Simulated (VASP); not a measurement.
A run of VASP 6.6.1 is set up as follows.

INCAR

```
SYSTEM = CdSe
  PREC = Accurate
  ENCUT = 600
  EDIFF = 1E-7
  ISMEAR = 0
  SIGMA = 0.02
  LREAL = .False.
  LASPH = .True.
  NELM = 100
  ALGO = Normal
  ISIF = 3
  LWAVE = .False.
  LCHARG = .False.
  GGA = CA
  IBRION = 2
  NSW = 100
  EDIFFG = -0.002
  PSTRESS = 200.0
```

File KPOINTS:

```
regular mesh
0
Gamma
  9 9 6
  0 0 0
```

Contents of POSCAR:

```
CdSe
1.0
    4.3000000000      0.0000000000      0.0000000000
   -2.1500000000      3.7239092363      0.0000000000
    0.0000000000      0.0000000000      7.0200000000
Cd Se
2 2
Direct
    0.3333333333      0.6666666667      0.0000000000
    0.6666666667      0.3333333333      0.5000000000
    0.3333333333      0.6666666667      0.3850000000
    0.6666666667      0.3333333333      0.8850000000
```

Potentials or basis: VASP PAW LDA potentials, release 64 (Cd, Se).

The run is started by

```sh
$ cat potpaw_LDA.64/Cd/POTCAR potpaw_LDA.64/Se/POTCAR > POTCAR
$ mpirun -np 1 vasp_std > vasp.out
```

**Question.** Predict the space group after relaxing (to 0.05 Å).

**Answer.** P6_3mc (No. 186).

**Question.** What does it give for the relaxed cell?

**Answer.** a = 3.902 Å, b = 3.902 Å, c = 6.694 Å, α = 90.00°, β = 90.00°, γ = 120.00°.

**Question.** What does it give for the band gap on the k mesh?

**Answer.** 0.76 eV, direct.

The path:
| step | energy change (eV) | largest force (eV/Å) | pressure (GPa) | volume (Å³) |
| --- | --- | --- | --- | --- |
| 1 | 0.0000 | 0.2653 | -1.42 | 112.41 |
| 3 | 0.8119 | 0.4190 | 16.97 | 90.58 |
| 5 | 1.0535 | 0.4283 | 20.16 | 88.48 |
| 7 | 1.0478 | 0.0422 | 20.20 | 88.39 |
| 9 | 1.0130 | 0.0317 | 19.75 | 88.67 |
| 11 | 1.0145 | 0.0367 | 19.78 | 88.65 |
| 13 | 1.0147 | 0.0781 | 19.82 | 88.63 |
| 15 | 1.0346 | 0.1810 | 19.78 | 88.43 |
| 17 | 1.0280 | 0.1557 | 19.82 | 88.48 |
| 19 | 1.0376 | 0.0841 | 19.84 | 88.39 |
| 21 | 1.0465 | 0.0201 | 19.85 | 88.32 |
| 23 | 1.0499 | 0.0155 | 19.90 | 88.29 |
| 25 | 1.0655 | 0.0086 | 20.15 | 88.16 |
| 27 | 1.0581 | 0.0049 | 20.03 | 88.22 |
| 29 | 1.0564 | 0.0025 | 20.02 | 88.23 |
| 31 | 1.0559 | 0.0047 | 20.02 | 88.24 |
| 33 | 1.0553 | 0.0031 | 20.01 | 88.24 |
| 35 | 1.0539 | 0.0023 | 19.99 | 88.25 |
| 37 | 1.0546 | 0.0030 | 20.00 | 88.25 |
| 39 | 1.0542 | 0.0024 | 20.00 | 88.25 |
| 41 | 1.0541 | 0.0021 | 19.99 | 88.25 |
| 42 | 1.0544 | 0.0013 | 19.99 | 88.25 |

Caveat: the cell is relaxed towards a set pressure, so the enthalpy falls and the energy may rise; the volume moved by over 15 % at a fixed basis, so the end points are rough. LDA usually gives volumes a few per cent too small.
